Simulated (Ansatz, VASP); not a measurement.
**NaCl in VASP and in Ansatz**

File INCAR:

```
PREC = Accurate
ENCUT = 500
EDIFF = 1E-6
ISMEAR = -1
SIGMA = 0.02
LREAL = F
LASPH = T
NELM = 120
ALGO = Normal
ISIF = 2
LWAVE = F
LCHARG = F
GGA = PE
NBANDS = 14
GGA_COMPAT = F
```

Contents of KPOINTS:

```
regular mesh
0
Gamma
  8 8 8
```

POSCAR

```
NaCl
1.0
    2.8789409493      0.0000000000      0.0000000000
    0.0000000000      2.8789409493      0.0000000000
    0.0000000000      0.0000000000      2.8789409493
Na Cl
1 1
Direct
    0.0000000000      0.0000000000      0.0000000000
    0.5000000000      0.5000000000      0.5000000000
```

Input for Ansatz:

```yaml
crystal:
  lattice:
    - [2.8789409493, 0.0, 0.0]
    - [0.0, 2.8789409493, 0.0]
    - [0.0, 0.0, 2.8789409493]
  atoms:
    - { symbol: Na, position: [0.0, 0.0, 0.0] }
    - { symbol: Cl, position: [0.5, 0.5, 0.5] }
kpoints:
  mp_grid: { grid: [8, 8, 8] }
  band_path:
    path:
      - [0.0, 0.0, 0.0]
      - [0.0, 0.5, 0.0]
      - [0.5, 0.5, 0.0]
      - [0.0, 0.0, 0.0]
      - [0.5, 0.5, 0.5]
      - [0.0, 0.5, 0.0]
      - [0.5, 0.5, 0.5]
      - [0.5, 0.5, 0.0]
    npoints: 5
scf:
  occupations: { method: fermi_dirac, width: 0.02 }
hamiltonian:
  xc: pbe
  pseudopotentials: { kind: all_electron, lapw: { basis_error: 0.00025 } }
output:
  forces: true
  stress: true
  eigenvalues: true
```

Change from the starting cell: volume scaled by 1.02.

Alike in both runs: task single point; functional PBE; k mesh 8 × 8 × 8; occupations fermi-dirac, width 0.02 eV; no spin polarisation.

|  | VASP | Ansatz |
| --- | --- | --- |
| version | VASP 6.6.1 | Ansatz 0.2.0 |
| potentials or method | VASP PAW PBE potentials, release 64 (Na_pv, Cl), cutoff 500 eV | all-electron LAPW, scalar-relativistic |

|  | VASP | Ansatz | Ansatz less VASP |
| --- | --- | --- | --- |
| gap on the k mesh at the Fermi level (eV) | 4.49 | 4.45 | -0.045 |
| pressure (GPa) | 60.2 | 60.0 | -0.14 |

Both programs put the cell under a high pressure, so it lies far from rest at this level. Ansatz ran all-electron here, and VASP with PAW potentials.

Noted on VASP's run: the cell as given lies far from equilibrium.
